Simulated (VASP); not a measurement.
Input of a VASP 6.6.1 run:

Contents of POSCAR:

```
LaH3
1.0
    0.0000000000      2.7864790000      2.7864790000
    2.7864790000      0.0000000000      2.7864790000
    2.7864790000      2.7864790000      0.0000000000
La H
1 3
Direct
    0.0000000000      0.0000000000      0.0000000000
    0.5000000000      0.5000000000      0.5000000000
    0.7500000000      0.7500000000      0.7500000000
    0.2500000000      0.2500000000      0.2500000000
```

File INCAR.step1:

```
ALGO     = Normal         # electronic algorithm
EDIFF    = 1E-4           # SCF threshold, eV
ENCUT    = 600            # plane-wave cutoff, eV
GGA      = PE             # functional
ISMEAR   = 1              # smearing method
LASPH    = T              # aspherical terms in the spheres
LCHARG   = F              # write CHGCAR
LREAL    = F              # projectors in reciprocal space
LWAVE    = T              # write WAVECAR
NELM     = 60             # most SCF steps
PREC     = Accurate       # precision mode
SIGMA    = 0.02           # smearing width, eV
```

The input INCAR.step2:

```
ALGO     = Normal         # electronic algorithm
EDIFF    = 1E-6           # SCF threshold, eV
EDIFFG   = -0.01          # ionic threshold
ENCUT    = 600            # plane-wave cutoff, eV
IBRION   = 2              # ionic algorithm
ISIF     = 3              # what is computed and relaxed
ISMEAR   = 1              # smearing method
ISTART   = 1            
LASPH    = T              # aspherical terms in the spheres
LCHARG   = F              # write CHGCAR
LMIXTAU  = T            
LREAL    = F              # projectors in reciprocal space
LWAVE    = F              # write WAVECAR
METAGGA  = R2SCAN         # meta-GGA
NELM     = 60             # most SCF steps
NSW      = 60             # ionic steps
PREC     = Accurate       # precision mode
SIGMA    = 0.02           # smearing width, eV
```

Contents of KPOINTS:

```
k-points
0
Gamma
  6 6 6
```

Potentials or basis: VASP PAW PBE potentials, release 64 (La, H).

Launch:

```bash
$ cat potpaw_PBE.64/La/POTCAR potpaw_PBE.64/H/POTCAR > POTCAR
$ cp INCAR.step1 INCAR
$ mpirun -np 1 vasp_std > vasp.out
$ cp INCAR.step2 INCAR
$ mpirun -np 1 vasp_std > vasp.out
```

Question: Predict the space group after relaxing (to 0.05 Å).

Answer: Fm-3m (No. 225).

Question: Predict the relaxed volume.

Answer: 10.79 Å³/atom.

Question: Predict the relaxed cell.

Answer: a = 3.938 Å, b = 3.938 Å, c = 3.938 Å, α = 60.00°, β = 60.00°, γ = 60.00°.

Question: What does it give for the band gap on the k mesh?

Answer: 0.14 eV, indirect (least direct gap 0.28 eV).

Final structure:
```
La H
1.0
     0.00000    2.78435    2.78435
     2.78435    0.00000    2.78435
     2.78435    2.78435    0.00000
La H
1 3
Direct
  0.00000 0.00000 0.00000
  0.50000 0.50000 0.50000
  0.75000 0.75000 0.75000
  0.25000 0.25000 0.25000
```

Caveat: the PAW data sets were made with another functional, which shifts forces and pressure a little; spin-orbit coupling is left out, which moves the levels of the heavy elements. A k mesh can miss the band edges.
